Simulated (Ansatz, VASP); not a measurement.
# One calculation of BiSbSe, two programs

Contents of INCAR:

```
SYSTEM = BiSbSe
ALGO = Normal ; EDIFF = 1E-7
ENCUT = 520 ; GGA = PE
ISIF = 2 ; ISMEAR = -1
LASPH = .TRUE. ; LCHARG = .FALSE.
LREAL = .FALSE. ; LWAVE = .FALSE.
NBANDS = 20 ; NELM = 80
PREC = Accurate ; SIGMA = 0.05
```

Contents of KPOINTS:

```
k-points
0
G
  7 7 6
  0 0 0
```

File POSCAR:

```
BiSbSe
1.0
    4.7515181313      0.0000000000      0.0000000000
   -2.3757590706      4.1149354063      0.0000000000
    0.0000000000      0.0000000000      4.6388495286
Sb Bi Se
1 1 1
Direct
    0.6666666700      0.3333333300      0.5000000000
    0.0000000000      0.0000000000      0.0000000000
    0.3333333300      0.6666666700      0.5000000000
```

The input input.yaml:

```yaml
crystal:
  lattice:
    - [4.7515181313, 0.0, 0.0]
    - [-2.3757590706, 4.1149354063, 0.0]
    - [0.0, 0.0, 4.6388495286]
  atoms:
    - { symbol: Sb, position: [0.66666667, 0.33333333, 0.5] }
    - { symbol: Bi, position: [0.0, 0.0, 0.0] }
    - { symbol: Se, position: [0.33333333, 0.66666667, 0.5] }
kpoints:
  mp_grid: { grid: [7, 7, 6] }
scf:
  occupations: { method: fermi_dirac, width: 0.05 }
hamiltonian:
  xc: pbe
  pseudopotentials: { kind: all_electron, lapw: { basis_error: 0.001 } }
output:
  forces: true
  stress: true
  eigenvalues: true
```

Change from the starting cell: volume scaled by 0.96.

Alike in both runs: task single point; functional PBE; k mesh 7 × 7 × 6; occupations fermi-dirac, width 0.05 eV; no spin polarisation.

|  | VASP | Ansatz |
| --- | --- | --- |
| version | VASP 6.6.1 | Ansatz 0.2.0 |
| potentials or method | VASP PAW PBE potentials, release 64 (Sb, Bi_d, Se), cutoff 520 eV | all-electron LAPW, scalar-relativistic |

Ansatz gave:

```
gap on the k mesh at the Fermi level (eV)                     : none
pressure (GPa)                                                : 0.7
traceless stress, the component that is largest in VASP (GPa) : -5.55
```

**Question.** Which values does VASP return?

**Answer.** gap on the k mesh at the Fermi level (eV): none; pressure (GPa): 0.6; traceless stress, the component that is largest in VASP (GPa): -5.54.

A gap of «none» marks a metal or a gap that the smearing closes. Ansatz ran all-electron here, and VASP with PAW potentials.

Spin-orbit coupling is off throughout.
